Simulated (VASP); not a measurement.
# ZnCd2Se3 (P3m1) in VASP: single point with PBE

Aim: the single point of ZnCd2Se3 with PBE.

All numbers are computed with VASP 6.6.1; they aren't measurements. Logs are shortened: lines on timing, memory, paths and dates and some standing lists are left out, and cuts for length are marked.

## 1. The cell of the first run

The structure is trigonal, space group P3m1 (No. 156). The conventional cell has a = 4.111 Å, b = 4.111 Å, c = 10.071 Å, α = 90.00°, β = 90.00°, γ = 120.00°. Within 3.3 Å of Zn (site symmetry 3m) lie 4 Se at 2.52 Å. Within 3.3 Å of Cd (site symmetry 3m) lie 4 Se at 2.52 Å. Within 3.3 Å of Cd (site symmetry 3m) lie 4 Se at 2.52 Å. Within 3.3 Å of Se (site symmetry 3m) lie 3 Cd at 2.52 Å and 1 Zn at 2.52 Å. Within 3.3 Å of Se (site symmetry 3m) lie 3 Zn at 2.52 Å and 1 Cd at 2.52 Å. Within 3.3 Å of Se (site symmetry 3m) lie 4 Cd at 2.52 Å.

## 2. Single point, PBE

The input, INCAR:

```
PREC = Accurate
ENCUT = 520
EDIFF = 1E-7
ISMEAR = 0
SIGMA = 0.1
LREAL = F
LASPH = T
NELM = 60
ALGO = Normal
ISIF = 2
LWAVE = F
LCHARG = F
GGA = PE
NBANDS = 36
```

The input, KPOINTS:

```
Automatic mesh
0
Gamma
  6 6 2
```

The input, POSCAR:

```
ZnCd2Se3
1.0
    4.1113884500      0.0000000000      0.0000000000
   -2.0556942200      3.5605668400      0.0000000000
    0.0000000000      0.0000000000     10.0708038300
Zn Cd Se
1 2 3
Direct
    0.3333333300      0.6666666700      0.6666666700
    0.0000000000      0.0000000000      0.0000000000
    0.6666666700      0.3333333300      0.3333333300
    0.3333333300      0.6666666700      0.9166666700
    0.6666666700      0.3333333300      0.5833333300
    0.0000000000      0.0000000000      0.2500000000
```

Potentials or basis: VASP PAW PBE potentials, release 64 (Zn, Cd, Se).

Launch:

```console
$ cat potpaw_PBE.64/Zn/POTCAR potpaw_PBE.64/Cd/POTCAR potpaw_PBE.64/Se/POTCAR > POTCAR
$ mpirun -np 1 vasp_std > vasp.out
```

OUTCAR:

```text
PREC = Accurate
   ENCUT = 520
   EDIFF = 1E-7
   ISMEAR = 0
   LREAL = F
   LASPH = T
   NELM = 60
   ISIF = 2
   GGA = PE

 ion  position               nearest neighbor table
   1  0.333  0.667  0.667-   5 2.52   4 2.52   5 2.52   5 2.52
   2  0.000  0.000  0.000-   4 2.52   4 2.52   6 2.52   4 2.52
   3  0.667  0.333  0.333-   6 2.52   6 2.52   5 2.52   6 2.52
   4  0.333  0.667  0.917-   2 2.52   2 2.52   1 2.52   2 2.52
   5  0.667  0.333  0.583-   1 2.52   3 2.52   1 2.52   1 2.52
   6  0.000  0.000  0.250-   3 2.52   3 2.52   2 2.52   3 2.52

  LATTYP: Found a hexagonal cell.
 ALAT       =     4.1113884500
 C/A-ratio  =     2.4494897411

  Lattice vectors:

 A1 = (   4.1113884500,   0.0000000000,   0.0000000000)
 A2 = (  -2.0556942200,   3.5605668400,   0.0000000000)
 A3 = (   0.0000000000,   0.0000000000,  10.0708038300)

Analysis of symmetry for initial positions (statically):
=====================================================================
 Subroutine PRICEL returns:
 Original cell was already a primitive cell.

 Routine SETGRP: Setting up the symmetry group for a
 hexagonal supercell.

 Subroutine GETGRP returns: Found  6 space group operations
 (whereof  6 operations were pure point group operations)
 out of a pool of 24 trial point group operations.

The static configuration has the point symmetry C_3v.

Analysis of symmetry for dynamics (positions and initial velocities):
=====================================================================
 Subroutine PRICEL returns:
 Original cell was already a primitive cell.

 Routine SETGRP: Setting up the symmetry group for a
 hexagonal supercell.

 Subroutine GETGRP returns: Found  6 space group operations
 (whereof  6 operations were pure point group operations)
 out of a pool of 24 trial point group operations.

The dynamic configuration has the point symmetry C_3v.

 Subroutine INISYM returns: Found  6 space group operations
 (whereof  6 operations are pure point group operations),
 and found     1 'primitive' translations

----------------------------------------------------------------------------------------

                                     Primitive cell

  volume of cell :     147.4252

  direct lattice vectors                    reciprocal lattice vectors
     4.111388450  0.000000000  0.000000000     0.243226835  0.140427078  0.000000000
    -2.055694220  3.560566840  0.000000000     0.000000000  0.280854157  0.000000000
     0.000000000  0.000000000 10.070803830     0.000000000  0.000000000  0.099296940

  length of vectors
     4.111388450  4.111388445 10.070803830     0.280854157  0.280854157  0.099296940

  position of ions in fractional coordinates (direct lattice)
     0.333333330  0.666666670  0.666666670
     0.000000000  0.000000000  0.000000000
     0.666666670  0.333333330  0.333333330
     0.333333330  0.666666670  0.916666670
     0.666666670  0.333333330  0.583333330
     0.000000000  0.000000000  0.250000000

  ion indices of the primitive-cell ions
   primitive index   ion index
                 1           1
                 2           2
                 3           3
                 4           4
                 5           5
                 6           6

----------------------------------------------------------------------------------------

 KPOINTS: Automatic mesh

Automatic generation of k-mesh.
 Grid dimensions read from file:
 generate k-points for:    6    6    2

 Generating k-lattice:

  Cartesian coordinates                     Fractional coordinates (reciprocal lattice)
     0.040537806  0.023404513  0.000000000     0.166666667  0.000000000  0.000000000
     0.000000000  0.046809026  0.000000000     0.000000000  0.166666667  0.000000000
     0.000000000  0.000000000  0.049648470     0.000000000  0.000000000  0.500000000

  Length of vectors
     0.046809026  0.046809026  0.049648470

  Shift w.r.t. Gamma in fractional coordinates (k-lattice)
     0.000000000  0.000000000  0.000000000

 Subroutine IBZKPT returns following result:
 ===========================================

 Found     14 irreducible k-points:

 Following reciprocal coordinates:
            Coordinates               Weight
  0.000000  0.000000  0.000000      1.000000
  0.166667 -0.000000  0.000000      6.000000
  0.333333  0.000000  0.000000      6.000000
  0.500000  0.000000  0.000000      3.000000
  0.166667  0.166667  0.000000      6.000000
  0.333333  0.166667  0.000000     12.000000
  0.333333  0.333333  0.000000      2.000000
  0.000000  0.000000  0.500000      1.000000
  0.166667 -0.000000  0.500000      6.000000
  0.333333  0.000000  0.500000      6.000000
  0.500000  0.000000  0.500000      3.000000
  0.166667  0.166667  0.500000      6.000000
  0.333333  0.166667  0.500000     12.000000
  0.333333  0.333333  0.500000      2.000000
   k-points           NKPTS =     14   k-points in BZ     NKDIM =     14   number of bands    NBANDS=     36
   number of dos      NEDOS =    301   number of ions     NIONS =      6
   total plane-waves  NPLWV =  81920
   dimension x,y,z NGX =    32 NGY =   32 NGZ =   80
   dimension x,y,z NGXF=    64 NGYF=   64 NGZF=  160
   ions per type =               1   2   3
   NGX,Y,Z   is equivalent  to a cutoff of  12.94, 12.94, 13.21 a.u.
   NGXF,Y,Z  is equivalent  to a cutoff of  25.88, 25.88, 26.41 a.u.
 SYSTEM =  unknown system
   PREC   = accura    normal or accurate (medium, high low for compatibility)
   ISTART =      0    job   : 0-new  1-cont  2-samecut
   ICHARG =      2    charge: 1-file 2-atom 10-const
   ISPIN  =      1    spin polarized calculation?
   LNONCOLLINEAR =      F non collinear calculations
   LSORBIT =      F    spin-orbit coupling
   LASPH  =      T    aspherical Exc in radial PAW
   ENCUT  =  520.0 eV  38.22 Ry    6.18 a.u.   7.64  7.64 18.73*2*pi/ulx,y,z
   NELM   =     60;   NELMIN=  2; NELMDL= -5     # of ELM steps
   EDIFF  = 0.1E-06   stopping-criterion for ELM
   LREAL  =      F    real-space projection
   EDIFFG = 0.1E-05   stopping-criterion for IOM
   NSW    =      0    number of steps for IOM
   IBRION =     -1    ionic relax: 0-MD 1-quasi-New 2-CG
   NFREE  =      0    steps in history (QN), initial steepest desc. (CG)
   ISIF   =      2    stress and relaxation
   ISYM   =      2    0-nonsym 1-usesym 2-fastsym
   POTIM  = 0.5000    time-step for ionic-motion
   TEBEG  =    0.0;   TEEND  =   0.0 temperature during run
   PSTRESS=    0.0 pullay stress
   NELECT =      54.0000    total number of electrons
   NUPDOWN=      -1.0000    fix difference up-down
   EMIN   =  10.00;   EMAX   =-10.00  energy-range for DOS
   EFERMI =   0.00;   METHOD = LEGACY
   ISMEAR =     0;   SIGMA  =   0.10  broadening in eV -4-tet -1-fermi 0-gaus
   EFERMI_NEDOS =   21; number of points for ismear=-14 and -15
   IALGO  =     38    algorithm
   IMIX   =      4    mixing-type and parameters
     AMIX     =   0.40;   BMIX     =  1.00
     AMIX_MAG =   1.60;   BMIX_MAG =  1.00
  volume/ion in A,a.u.               =      24.57       165.81
  Fermi-wavevector in a.u.,A,eV,Ry     =   1.171338  2.213507 18.667632  1.372032
  Thomas-Fermi vector in A             =   2.307783
   LORBIT       =      0    0 simple, 1 ext, 2 COOP (PROOUT), +10 PAW based schemes
   GGA     = PE    functional components
   LHFCALC =     F    Hartree Fock is set to
   AEXX    =    0.0000 exact exchange contribution
   IVDW    =     0    specifies the selected vdW correction
   LEPSILON=     F    determine dielectric tensor
   LRPA    =     F    only Hartree local field effects (RPA)
 non-spin polarized calculation
 Gauss-broadening in eV      SIGMA  =   0.10
  energy-cutoff  :      520.00
  volume of cell :      147.43
 maximum number of plane-waves:      4015
 NGX is ok and might be reduce to    32
   NGX = 15   NGY = 15   NGZ = 37

 number of electron      53.9999992 magnetization

 Free energy of the ion-electron system (eV)
  ---------------------------------------------------
  ext. energy  EPLUGINS =         0.00000000
  ---------------------------------------------------
  free energy    TOTEN  =       -16.24856449 eV

  energy without entropy =      -16.24856449  energy(sigma->0) =      -16.24856449

 E-fermi :   2.2303     XC(G=0):  -9.3367

 val. band max:        1.7829928176   @ k =   0.0000   0.0000   0.0000
 cond. band min:       2.6478913166   @ k =   0.0000   0.0000   0.0000
 fundamental gap:      0.8648984991
 Fermi energy:         2.2302862251

 k-point     1 :       0.0000    0.0000    0.0000
  band No.  band energies     occupation
      1     -11.5168      2.00000
      2     -11.1583      2.00000
      3     -10.9904      2.00000
      4      -6.6080      2.00000
      5      -6.6080      2.00000
      6      -6.5176      2.00000
[... 28 lines left out ...]
     35       8.1677      0.00000
     36       8.4311      0.00000

 k-point     2 :       0.1667   -0.0000    0.0000
  band No.  band energies     occupation
      1     -11.4046      2.00000
      2     -11.0853      2.00000
      3     -10.9080      2.00000
      4      -6.5613      2.00000
      5      -6.5487      2.00000
      6      -6.4934      2.00000
[... 28 lines left out ...]
     35       8.0355      0.00000
     36       8.4265      0.00000

 k-point     3 :       0.3333    0.0000    0.0000
  band No.  band energies     occupation
      1     -11.1672      2.00000
      2     -10.9391      2.00000
      3     -10.7372      2.00000
      4      -6.4798      2.00000
      5      -6.4761      2.00000
      6      -6.3688      2.00000
[... 28 lines left out ...]
     35       8.6999      0.00000
     36       9.0989      0.00000
[... 352 lines left out ...]
 k-point    13 :       0.3333    0.1667    0.5000
  band No.  band energies     occupation
      1     -11.0438      2.00000
      2     -10.8675      2.00000
      3     -10.6493      2.00000
      4      -6.4616      2.00000
      5      -6.4186      2.00000
      6      -6.3660      2.00000
[... 28 lines left out ...]
     35       8.7592      0.00000
     36       9.0034      0.00000

 k-point    14 :       0.3333    0.3333    0.5000
  band No.  band energies     occupation
      1     -10.9906      2.00000
      2     -10.8203      2.00000
      3     -10.6089      2.00000
      4      -6.4508      2.00000
      5      -6.3767      2.00000
      6      -6.3732      2.00000
[... 28 lines left out ...]
     35       8.7107      0.00000
     36       8.7409      0.00000

------------------------ aborting loop because EDIFF is reached ----------------------------------------

  FORCE on cell =-STRESS in cart. coord.  units (eV):
  Direction    XX          YY          ZZ          XY          YZ          ZX
  --------------------------------------------------------------------------------------
  -------------------------------------------------------------------------------------
  Total        7.9311739      7.9311739      7.8195235      0.0000000     -0.0000000      0.0000000
  in kB       86.1938473     86.1938471     84.9804602      0.0000001     -0.0000000      0.0000000
  external PRESSURE =      85.7893849 kB  Pullay stress =       0.0000000 kB

 VOLUME and BASIS-vectors are now :
 -----------------------------------------------------------------------------
  energy-cutoff  :      520.00
  volume of cell :      147.43
      direct lattice vectors                 reciprocal lattice vectors
     4.111388450  0.000000000  0.000000000     0.243226835  0.140427078  0.000000000
    -2.055694220  3.560566840  0.000000000     0.000000000  0.280854157  0.000000000
     0.000000000  0.000000000 10.070803830     0.000000000  0.000000000  0.099296940

 POSITION                                       TOTAL-FORCE (eV/Angst)
 -----------------------------------------------------------------------------------
     -0.00000      2.37371      6.71387         0.000000      0.000000      0.092610
      0.00000      0.00000      0.00000        -0.000000     -0.000000     -0.093602
      2.05569      1.18686      3.35693        -0.000000     -0.000000      0.019957
     -0.00000      2.37371      9.23157        -0.000000     -0.000000     -1.343838
      2.05569      1.18686      5.87464         0.000000     -0.000000      1.335336
      0.00000      0.00000      2.51770        -0.000000      0.000000     -0.010463
 -----------------------------------------------------------------------------------
    total drift:                               -0.000000     -0.000001      0.001048

  FREE ENERGIE OF THE ION-ELECTRON SYSTEM (eV)
  ---------------------------------------------------
  free  energy   TOTEN  =       -16.2485644904 eV

  energy  without entropy=      -16.2485644904  energy(sigma->0) =      -16.24856449
```

It took 2.2 min on 1 thread of Intel Xeon 8259CL, shared host; peak memory 0.31 GiB.

Results:

* Free energy: -16.2486 eV
* Pressure: 8.6 GPa
* Largest force: 1.344 eV/Å
* Band gap on the k mesh: 0.86 eV

Forces on the atoms (eV/Å):
```
Zn   0.000  0.000  0.093
Cd   0.000  0.000 -0.094
Cd   0.000  0.000  0.020
Se   0.000  0.000 -1.344
Se   0.000  0.000  1.335
Se   0.000  0.000 -0.010
```

Stress tensor (GPa, compression positive):
```
8.62 0.00 0.00
0.00 8.62 0.00
0.00 0.00 8.50
```

Caveat: the cell stands under pressure; forces of over 1 eV/Å act on the atoms, so gaps and moduli don't describe the material at rest.
